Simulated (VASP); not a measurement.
# Mg31S32 (a cell with a defect) in VASP: single point with PBEsol

Aim: the single point of Mg31S32 (a cell with a defect) with PBEsol.

Everything below comes from runs of VASP 6.6.1. Logs are shortened: lines on timing, memory, paths and dates and some standing lists are left out, and cuts for length are marked.

**1. The cell of the first run**

The cell holds a defect, 63 atoms: a = 10.364 Å, b = 10.364 Å, c = 10.364 Å, α = 90.00°, β = 90.00°, γ = 90.00°.

**2. Single point, PBEsol**

Contents of INCAR:

```
PREC     = Accurate       # precision mode
ENCUT    = 400            # plane-wave cutoff, eV
EDIFF    = 1E-6           # SCF threshold, eV
ISMEAR   = -1             # smearing method
SIGMA    = 0.05           # smearing width, eV
LREAL    = Auto         
LASPH    = True           # aspherical terms in the spheres
NELM     = 120            # most SCF steps
ALGO     = Normal         # electronic algorithm
ISIF     = 2              # what is computed and relaxed
LWAVE    = False          # write WAVECAR
LCHARG   = False          # write CHGCAR
GGA      = PS             # functional
NELECT   = 256.0        
ISYM     = -1           
NBANDS   = 164            # bands
GGA_COMPAT= False
```

Contents of KPOINTS:

```
explicit points
1
Reciprocal
  0.25000000   0.25000000   0.25000000 1
```

Contents of POSCAR:

```
Mg31S32
1.0
   10.3639610000      0.0000000000      0.0000000000
    0.0000000000     10.3639610000      0.0000000000
    0.0000000000      0.0000000000     10.3639610000
S Mg
32 31
Direct
    0.2488220000      0.0001030000      0.0000000000
    0.2470400000      0.9999990000      0.4999520000
    0.2470960000      0.5000790000      0.9998160000
    0.2402420000      0.5000370000      0.4998470000
    0.7512330000      0.9999190000      0.9996960000
    0.7530320000      0.9999700000      0.4997220000
    0.7530530000      0.4999100000      0.9997870000
    0.7597850000      0.4999700000      0.4997000000
    0.0000750000      0.2488320000      0.9998840000
    0.0000850000      0.2470330000      0.4998680000
    0.9999750000      0.7511750000      0.9996990000
    0.9999800000      0.7529620000      0.4996810000
    0.5000180000      0.2469940000      0.9999140000
    0.5000950000      0.2401900000      0.4998850000
    0.5000070000      0.7529850000      0.9996880000
    0.4999330000      0.7597480000      0.4997540000
    0.0001170000      0.0000590000      0.2485800000
    0.9999610000      0.9998550000      0.7510070000
    0.0000970000      0.5000770000      0.2467480000
    0.9999790000      0.4998730000      0.7526840000
    0.5001290000      0.9999650000      0.2468640000
    0.4999880000      0.9999440000      0.7528610000
    0.5001700000      0.5001340000      0.2400920000
    0.4999260000      0.4997680000      0.7595950000
    0.2491020000      0.2491080000      0.2488640000
    0.2490220000      0.2489600000      0.7508900000
    0.2490300000      0.7510750000      0.2488270000
    0.2490070000      0.7510280000      0.7508730000
    0.7510800000      0.2489190000      0.2487960000
    0.7510760000      0.2488490000      0.7508460000
    0.7510390000      0.7509430000      0.2486600000
    0.7509370000      0.7508230000      0.7506410000
    0.0000320000      0.0000400000      0.9998540000
    0.0000490000      0.0000160000      0.4998450000
    0.0000700000      0.5000070000      0.9997220000
    0.0000120000      0.5000930000      0.4996920000
    0.5000440000      0.9999980000      0.9998790000
    0.5000130000      0.9999740000      0.4999120000
    0.5000190000      0.4999730000      0.9998520000
    0.2511640000      0.2512610000      0.9998620000
    0.2549230000      0.2548870000      0.4998440000
    0.2512440000      0.7489140000      0.9998900000
    0.2546900000      0.7452790000      0.4998500000
    0.7487780000      0.2511200000      0.9998280000
    0.7453820000      0.2547500000      0.4998210000
    0.7488270000      0.7487110000      0.9996420000
    0.7450710000      0.7451680000      0.4996060000
    0.2513390000      0.0001320000      0.2511770000
    0.2512270000      0.0000040000      0.7488810000
    0.2550130000      0.5001270000      0.2546970000
    0.2547200000      0.4999840000      0.7450230000
    0.7489630000      0.9999240000      0.2508820000
    0.7488540000      0.9997800000      0.7485170000
    0.7454270000      0.4999570000      0.2544970000
    0.7450720000      0.4997970000      0.7448660000
    0.0000780000      0.2512490000      0.2510400000
    0.0000530000      0.2510620000      0.7486810000
    0.0000560000      0.7488760000      0.2508810000
    0.9999930000      0.7486680000      0.7485360000
    0.5001740000      0.2549470000      0.2547420000
    0.5000670000      0.2545780000      0.7450960000
    0.5000900000      0.7453230000      0.2545450000
    0.4999570000      0.7449160000      0.7449230000
```

Potentials or basis: VASP PAW PBE potentials, release 64 (S, Mg).

Launch:

```console
> cat potpaw_PBE.64/S/POTCAR potpaw_PBE.64/Mg/POTCAR > POTCAR
> mpirun -np 1 vasp_std > vasp.out
```

OUTCAR:

```text
PREC = Accurate
   ENCUT = 400
   EDIFF = 1E-6
   ISMEAR = -1
   LREAL = Auto
   LASPH = True
   NELM = 120
   ISIF = 2
   GGA = PS
   NELECT = 256.0
   ISYM = -1

 ion  position               nearest neighbor table
   1  0.249  0.000  0.000-  33 2.58  49 2.60  40 2.60  48 2.60  42 2.60  37 2.60
   2  0.247  1.000  0.500-  34 2.56  48 2.58  49 2.58  38 2.62  43 2.64  41 2.64
   3  0.247  0.500  1.000-  35 2.56  40 2.58  42 2.58  39 2.62  51 2.64  50 2.64
   4  0.240  0.500  0.500-  36 2.49  41 2.55  50 2.55  51 2.55  43 2.55
   5  0.751  1.000  1.000-  33 2.58  37 2.60  53 2.60  52 2.60  44 2.60  46 2.60
   6  0.753  1.000  0.500-  34 2.56  53 2.58  52 2.58  38 2.62  45 2.64  47 2.64
   7  0.753  0.500  1.000-  35 2.56  44 2.58  46 2.58  39 2.62  54 2.64  55 2.64
   8  0.760  0.500  0.500-  36 2.49  55 2.55  54 2.55  47 2.55  45 2.55
   9  0.000  0.249  1.000-  33 2.58  40 2.60  56 2.60  35 2.60  57 2.60  44 2.60
  10  0.000  0.247  0.500-  34 2.56  57 2.58  56 2.58  36 2.62  45 2.64  41 2.64
  11  1.000  0.751  1.000-  33 2.58  46 2.60  35 2.60  59 2.60  58 2.60  42 2.60
  12  1.000  0.753  0.500-  34 2.56  58 2.58  59 2.58  36 2.62  43 2.64  47 2.64
  13  0.500  0.247  1.000-  37 2.56  44 2.58  40 2.58  39 2.62  61 2.64  60 2.64
  14  0.500  0.240  0.500-  38 2.49  60 2.55  41 2.55  61 2.55  45 2.55
  15  0.500  0.753  1.000-  37 2.56  42 2.58  46 2.58  39 2.62  63 2.64  62 2.64
  16  0.500  0.760  0.500-  38 2.49  47 2.55  63 2.55  62 2.55  43 2.55
  17  0.000  0.000  0.249-  33 2.58  52 2.60  58 2.60  56 2.60  48 2.60  34 2.60
  18  1.000  1.000  0.751-  33 2.58  53 2.60  34 2.60  59 2.60  57 2.60  49 2.60
  19  0.000  0.500  0.247-  35 2.56  58 2.58  56 2.58  36 2.62  54 2.64  50 2.64
  20  1.000  0.500  0.753-  35 2.56  59 2.58  57 2.58  36 2.62  51 2.64  55 2.64
  21  0.500  1.000  0.247-  37 2.56  48 2.58  52 2.58  38 2.62  62 2.64  60 2.64
  22  0.500  1.000  0.753-  37 2.56  49 2.58  53 2.58  38 2.62  61 2.64  63 2.64
[... 39 lines left out ...]
  53  0.749  1.000  0.749-   6 2.58  22 2.58  32 2.58  30 2.58  18 2.60   5 2.60  38 3.65
  54  0.745  0.500  0.254-   8 2.55  23 2.55  31 2.60  29 2.60  19 2.64   7 2.64  60 3.59  47 3.59
                            45 3.59  62 3.60
  55  0.745  0.500  0.745-  24 2.55   8 2.55  30 2.60  32 2.60  20 2.64   7 2.64  45 3.59  61 3.59
                            63 3.59  47 3.60
  56  0.000  0.251  0.251-  10 2.58  19 2.58  29 2.58  25 2.58   9 2.60  17 2.60  36 3.65
  57  0.000  0.251  0.749-  20 2.58  10 2.58  26 2.58  30 2.58   9 2.60  18 2.60  36 3.65
  58  0.000  0.749  0.251-  19 2.58  12 2.58  27 2.58  31 2.58  11 2.60  17 2.60  36 3.65
  59  1.000  0.749  0.749-  20 2.58  12 2.58  28 2.58  32 2.58  11 2.60  18 2.60  36 3.65
  60  0.500  0.255  0.255-  14 2.55  23 2.55  29 2.60  25 2.60  13 2.64  21 2.64  54 3.59  45 3.59
                            50 3.59  41 3.59
  61  0.500  0.255  0.745-  24 2.55  14 2.55  30 2.60  26 2.60  22 2.64  13 2.64  55 3.59  41 3.59
                            45 3.60  51 3.60
  62  0.500  0.745  0.255-  23 2.55  16 2.55  31 2.60  27 2.60  21 2.64  15 2.64  47 3.59  50 3.59
                            54 3.60  43 3.60
  63  0.500  0.745  0.745-  24 2.55  16 2.55  28 2.60  32 2.60  15 2.64  22 2.64  51 3.59  55 3.59
                            43 3.59  47 3.59

IMPORTANT INFORMATION: All symmetrisations will be switched off!
NOSYMM: (Re-)initialisation of all symmetry stuff for point group C_1.

----------------------------------------------------------------------------------------

                                     Primitive cell

  volume of cell :    1113.2105

  direct lattice vectors                    reciprocal lattice vectors
    10.363961000  0.000000000  0.000000000     0.096488206  0.000000000  0.000000000
     0.000000000 10.363961000  0.000000000     0.000000000  0.096488206  0.000000000
     0.000000000  0.000000000 10.363961000     0.000000000  0.000000000  0.096488206

  length of vectors
    10.363961000 10.363961000 10.363961000     0.096488206  0.096488206  0.096488206

  position of ions in fractional coordinates (direct lattice)
     0.248822000  0.000103000  0.000000000
     0.247040000  0.999999000  0.499952000
     0.247096000  0.500079000  0.999816000
     0.240242000  0.500037000  0.499847000
     0.751233000  0.999919000  0.999696000
     0.753032000  0.999970000  0.499722000
[... 55 lines left out ...]
     0.500090000  0.745323000  0.254545000
     0.499957000  0.744916000  0.744923000

  ion indices of the primitive-cell ions
   primitive index   ion index
                 1           1
                 2           2
                 3           3
                 4           4
                 5           5
                 6           6
[... 55 lines left out ...]
                62          62
                63          63

----------------------------------------------------------------------------------------

 KPOINTS: explicit points

Read explicit list of k-points.

 Found      1 k-points:

 Following reciprocal coordinates:
            Coordinates               Weight
  0.250000  0.250000  0.250000      1.000000
   k-points           NKPTS =      1   k-points in BZ     NKDIM =      1   number of bands    NBANDS=    164
   number of dos      NEDOS =    301   number of ions     NIONS =     63
   total plane-waves  NPLWV = 343000
   dimension x,y,z NGX =    70 NGY =   70 NGZ =   70
   dimension x,y,z NGXF=   140 NGYF=  140 NGZF=  140
   ions per type =              32  31
   NGX,Y,Z   is equivalent  to a cutoff of  11.23, 11.23, 11.23 a.u.
   NGXF,Y,Z  is equivalent  to a cutoff of  22.46, 22.46, 22.46 a.u.
 SYSTEM =  unknown system
   PREC   = accura    normal or accurate (medium, high low for compatibility)
   ISTART =      0    job   : 0-new  1-cont  2-samecut
   ICHARG =      2    charge: 1-file 2-atom 10-const
   ISPIN  =      1    spin polarized calculation?
   LNONCOLLINEAR =      F non collinear calculations
   LSORBIT =      F    spin-orbit coupling
   LASPH  =      T    aspherical Exc in radial PAW
   ENCUT  =  400.0 eV  29.40 Ry    5.42 a.u.  16.90 16.90 16.90*2*pi/ulx,y,z
   NELM   =    120;   NELMIN=  2; NELMDL= -5     # of ELM steps
   EDIFF  = 0.1E-05   stopping-criterion for ELM
   LREAL  =      T    real-space projection
   EDIFFG = 0.1E-04   stopping-criterion for IOM
   NSW    =      0    number of steps for IOM
   IBRION =     -1    ionic relax: 0-MD 1-quasi-New 2-CG
   NFREE  =      0    steps in history (QN), initial steepest desc. (CG)
   ISIF   =      2    stress and relaxation
   ISYM   =     -1    0-nonsym 1-usesym 2-fastsym
   POTIM  = 0.5000    time-step for ionic-motion
   TEBEG  =    0.0;   TEEND  =   0.0 temperature during run
   PSTRESS=    0.0 pullay stress
   NELECT =     256.0000    total number of electrons
   NUPDOWN=      -1.0000    fix difference up-down
   EMIN   =  10.00;   EMAX   =-10.00  energy-range for DOS
   EFERMI =   0.00;   METHOD = LEGACY
   ISMEAR =    -1;   SIGMA  =   0.05  broadening in eV -4-tet -1-fermi 0-gaus
   EFERMI_NEDOS =   21; number of points for ismear=-14 and -15
   IALGO  =     38    algorithm
   IMIX   =      4    mixing-type and parameters
     AMIX     =   0.40;   BMIX     =  1.00
     AMIX_MAG =   1.60;   BMIX_MAG =  1.00
  volume/ion in A,a.u.               =      17.67       119.24
  Fermi-wavevector in a.u.,A,eV,Ry     =   1.002988  1.895372 13.687255  1.005985
  Thomas-Fermi vector in A             =   2.135511
   LORBIT       =      0    0 simple, 1 ext, 2 COOP (PROOUT), +10 PAW based schemes
   GGA     = PS    functional components
   LHFCALC =     F    Hartree Fock is set to
   AEXX    =    0.0000 exact exchange contribution
   IVDW    =     0    specifies the selected vdW correction
   LEPSILON=     F    determine dielectric tensor
   LRPA    =     F    only Hartree local field effects (RPA)
 non-spin polarized calculation
  energy-cutoff  :      400.00
  volume of cell :     1113.21
 maximum number of plane-waves:     20186
 NGX is ok and might be reduce to    70
   NGX = 33   NGY = 33   NGZ = 33

 number of electron     255.9999942 magnetization

 Free energy of the ion-electron system (eV)
  ---------------------------------------------------
  ext. energy  EPLUGINS =         0.00000000
  ---------------------------------------------------
  free energy    TOTEN  =      -275.92473244 eV

  energy without entropy =     -275.92473244  energy(sigma->0) =     -275.92473244

 E-fermi :   4.8798     XC(G=0):  -9.8456

 val. band max:        3.6305165269   @ k =   0.2500   0.2500   0.2500
 cond. band min:       6.9083247923   @ k =   0.2500   0.2500   0.2500
 fundamental gap:      3.2778082655
 Fermi energy:         4.8797790061

 k-point     1 :       0.2500    0.2500    0.2500
  band No.  band energies     occupation
      1      -8.9785      2.00000
      2      -8.5993      2.00000
      3      -8.5991      2.00000
      4      -8.5521      2.00000
      5      -8.2632      2.00000
      6      -8.2629      2.00000
[... 132 lines left out ...]
    139       8.2681      0.00000
    140       8.3281      0.00000
 [bands above 140 left out]

------------------------ aborting loop because EDIFF is reached ----------------------------------------

  FORCE on cell =-STRESS in cart. coord.  units (eV):
  Direction    XX          YY          ZZ          XY          YZ          ZX
  --------------------------------------------------------------------------------------
  -------------------------------------------------------------------------------------
  Total       16.0688682     16.0702185     16.0657595     -2.7238755     -2.7318192     -2.7292053
  in kB       23.1269606     23.1289041     23.1224865     -3.9203110     -3.9317439     -3.9279819
  external PRESSURE =      23.1261170 kB  Pullay stress =       0.0000000 kB

 VOLUME and BASIS-vectors are now :
 -----------------------------------------------------------------------------
  energy-cutoff  :      400.00
  volume of cell :     1113.21
      direct lattice vectors                 reciprocal lattice vectors
    10.363961000  0.000000000  0.000000000     0.096488206  0.000000000  0.000000000
     0.000000000 10.363961000  0.000000000     0.000000000  0.096488206  0.000000000
     0.000000000  0.000000000 10.363961000     0.000000000  0.000000000  0.096488206

 POSITION                                       TOTAL-FORCE (eV/Angst)
 -----------------------------------------------------------------------------------
      2.57878      0.00107      0.00000        -0.001752     -0.002208     -0.002986
      2.56031     10.36395      5.18148        -0.005214     -0.000059     -0.001321
      2.56089      5.18280     10.36205        -0.008021     -0.000420     -0.000788
      2.48986      5.18236      5.18039        -0.002490      0.001537     -0.000723
      7.78575     10.36312     10.36081         0.003181     -0.000598      0.001458
      7.80439     10.36365      5.17910         0.005240      0.001014      0.001183
[... 55 lines left out ...]
      5.18291      7.72450      2.63809        -0.002279     -0.005858      0.003418
      5.18153      7.72028      7.72035        -0.002372     -0.002801     -0.007545
 -----------------------------------------------------------------------------------
    total drift:                               -0.001339      0.003180      0.006261

  FREE ENERGIE OF THE ION-ELECTRON SYSTEM (eV)
  ---------------------------------------------------
  free  energy   TOTEN  =      -275.9247324447 eV

  energy  without entropy=     -275.9247324446  energy(sigma->0) =     -275.92473244
```

It took 4.1 min on 1 thread of Intel Xeon 6975P-C (Granite Rapids), shared host; peak memory 0.69 GiB.

Results:

```yaml
Free_energy: -275.9247 eV
Largest_force: 0.010 eV/Å
```

Forces on the atoms (eV/Å):
```
S   -0.002 -0.002 -0.003
S   -0.005  0.000 -0.001
S   -0.008  0.000 -0.001
S   -0.002  0.002 -0.001
S    0.003 -0.001  0.001
S    0.005  0.001  0.001
S    0.003  0.000 -0.001
S    0.003 -0.002  0.001
S   -0.001 -0.004 -0.001
S   -0.003 -0.006 -0.002
S    0.001  0.004  0.000
S    0.002  0.008  0.003
S    0.002 -0.005 -0.003
S    0.000 -0.003 -0.001
S    0.000  0.004  0.006
S    0.001  0.003  0.002
S    0.000  0.000  0.001
S    0.002  0.001  0.004
S   -0.002 -0.002 -0.004
S    0.003  0.002  0.010
S   -0.001  0.000 -0.005
S    0.002  0.000  0.004
S   -0.002 -0.004 -0.005
S    0.003  0.004  0.003
S    0.004  0.002  0.004
S    0.000  0.000 -0.001
S    0.002  0.000  0.000
S   -0.001 -0.003 -0.002
S    0.001  0.002  0.001
S   -0.001  0.001 -0.002
S    0.002  0.002  0.001
S   -0.001 -0.002 -0.001
Mg  -0.001 -0.002 -0.002
Mg   0.000 -0.001 -0.001
Mg   0.000  0.000  0.001
Mg   0.000 -0.004  0.003
Mg   0.000  0.000  0.000
Mg   0.001  0.000 -0.001
Mg   0.001  0.000  0.000
Mg   0.005  0.002  0.000
Mg   0.007  0.006  0.005
Mg  -0.001 -0.003 -0.002
Mg   0.006 -0.005 -0.001
Mg   0.002  0.001 -0.002
Mg  -0.007  0.005  0.000
Mg  -0.002 -0.001  0.000
Mg  -0.005 -0.009  0.000
Mg   0.001 -0.001  0.000
Mg   0.000 -0.001 -0.006
Mg   0.006  0.001  0.005
Mg   0.004 -0.001 -0.003
Mg  -0.003  0.001  0.002
Mg  -0.004  0.002  0.000
Mg  -0.007  0.000  0.004
Mg  -0.005 -0.001 -0.006
Mg   0.001  0.001  0.002
Mg   0.000  0.002 -0.002
Mg   0.000 -0.001  0.001
Mg  -0.001 -0.001 -0.002
Mg   0.000  0.005  0.006
Mg  -0.001  0.005 -0.004
Mg  -0.002 -0.006  0.003
Mg  -0.002 -0.003 -0.008
```

Caveat: the cell carries a net charge on a neutralising background, which shifts energy and pressure; the cell is charged against a uniform background, so pressure and absolute levels hang on convention; the PAW data sets were made with another functional, which shifts forces and pressure a little.
